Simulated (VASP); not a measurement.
The system is Si4B.

```xyz
10
Lattice="-3.9000 3.9000 2.4750 3.9000 -3.9000 2.4750 3.9000 3.9000 -2.4750" Properties=species:S:1:pos:R:3 pbc="T T T"
Si    1.5600    3.1200    0.0000
Si    2.3400    4.6800   -1.2375
Si    2.3400    0.7800    2.4750
Si    3.1200    2.3400    1.2375
Si   -0.7800    2.3400    2.4750
Si    1.5600   -0.7800    1.2375
Si    0.7800    1.5600    3.7125
Si    4.6800    1.5600    0.0000
B     0.0000    3.9000    1.2375
B     0.0000    0.0000    0.0000
```

```yaml
Program: VASP 6.6.1
Task: relaxation of cell and atoms
Functional: PBE
Potentials_or_basis: VASP PAW PBE potentials, release 64 (Si, B)
Cutoff: 600 eV
k_mesh: 4 × 4 × 4
Occupations: gaussian, width 0.2 eV
Spin: no spin polarisation
```

At the start: pressure 23.7 GPa; volume 15.06 Å³/atom.

Q: How do energy, volume and symmetry change on relaxing?

A: Over 10 steps the energy falls by 415.0 meV/atom and the volume is 17.00 Å³/atom (+12.9 %); space group I4_1/a (No. 88, to 0.1 Å) before and after.

Step by step:
```tsv
step	energy change (eV)	largest force (eV/Å)	pressure (GPa)	volume (Å³)
1	0.0000	3.9180	23.74	150.58
2	-2.5173	0.1821	-12.79	204.62
3	-3.6233	0.9969	-5.28	181.88
4	-3.6267	1.0616	-4.75	180.81
5	-4.1154	0.2698	-1.02	172.10
6	-4.1359	0.1199	0.13	170.04
7	-4.1359	0.1211	0.01	170.25
8	-4.1413	0.0940	-0.03	170.32
9	-4.1474	0.0818	-0.13	170.50
10	-4.1495	0.0087	0.16	170.04
```

Final structure:
```
CELL_PARAMETERS angstrom
-4.06835 4.06835 2.56838
4.06835 -4.06835 2.56838
4.06835 4.06835 -2.56838
ATOMIC_POSITIONS crystal
Si 0.43595 0.21054 0.59480
Si 0.31405 0.03946 0.90520
Si 0.61574 0.84115 0.40520
Si 0.59115 0.68595 0.72541
Si 0.78946 0.38426 0.22541
Si 0.13426 0.40885 0.09480
Si 0.96054 0.86574 0.27459
Si 0.15885 0.56405 0.77459
B 0.75000 0.25000 0.50000
B 0.00000 0.00000 0.00000
```

Caveat: the k points lie up to 0.36 Å⁻¹ apart in the final cell, too coarse for converged energies and pressures of a metal.
